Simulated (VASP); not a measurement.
Here is a VASP 6.6.1 calculation.

The input INCAR:

```
PREC = Accurate
ENCUT = 520
EDIFF = 1E-7
ISMEAR = -1
SIGMA = 0.05
LREAL = Auto
LASPH = T
NELM = 150
ALGO = Normal
ISIF = 2
LWAVE = F
LCHARG = F
ISPIN = 2
MAGMOM = 0 0 0 0 0 0 0 0 0 0 0 0 0 0 0 1
LORBIT = 11
LMAXMIX = 4
GGA = PS
NBANDS = 54
```

File KPOINTS:

```
regular mesh
0
Gamma
  2 2 2
```

POSCAR

```
Mg7CuS8
1.0
   11.3030650000      0.0000000000      0.0000000000
    0.0000000000      5.6515330000      0.0000000000
    0.0000000000      0.0000000000      5.6515330000
Mg S Cu
7 8 1
Direct
    0.0112490000      0.0404860000      0.9885090000
    0.4997580000      0.9821630000      0.9912120000
    0.2439930000      0.5347990000      0.0168760000
    0.7416730000      0.4967160000      0.0158730000
    0.2472910000      0.9794280000      0.5320960000
    0.7408900000      0.9811640000      0.5055050000
    0.9914000000      0.4771800000      0.4861140000
    0.1316810000      0.2580360000      0.2642070000
    0.6262920000      0.2476250000      0.2432800000
    0.3743670000      0.7259500000      0.2521050000
    0.8825480000      0.7081770000      0.2620490000
    0.3857940000      0.2583150000      0.7412890000
    0.8851640000      0.2298290000      0.7376380000
    0.1354320000      0.7203250000      0.7498170000
    0.6181890000      0.7524450000      0.7656190000
    0.4918370000      0.4930010000      0.5054990000
```

Potentials or basis: VASP PAW PBE potentials, release 64 (Mg, S, Cu).

Command:

```sh
$ cat potpaw_PBE.64/Mg/POTCAR potpaw_PBE.64/S/POTCAR potpaw_PBE.64/Cu/POTCAR > POTCAR
$ mpirun -np 1 vasp_std > vasp.out
```

Problem. Predict the site moments.

Solution. Mg -0.00, +0.00 (each value once); S +0.01, +0.07, +0.08, +0.12, +0.05 (each value once); Cu +0.35 μB.

Problem. Estimate the pressure.

Solution. 0.4 GPa.

Problem. Predict the largest force.

Solution. 2.720 eV/Å.

Stress tensor (GPa, compression positive):
```
 0.67 -0.08  1.14
-0.08 -0.27 -2.04
 1.14 -2.04  0.70
```

Caveat: the k points lie up to 0.56 Å⁻¹ apart; a moment this small can come from the mesh or the smearing; the PAW data sets were made with another functional, which shifts forces and pressure a little.
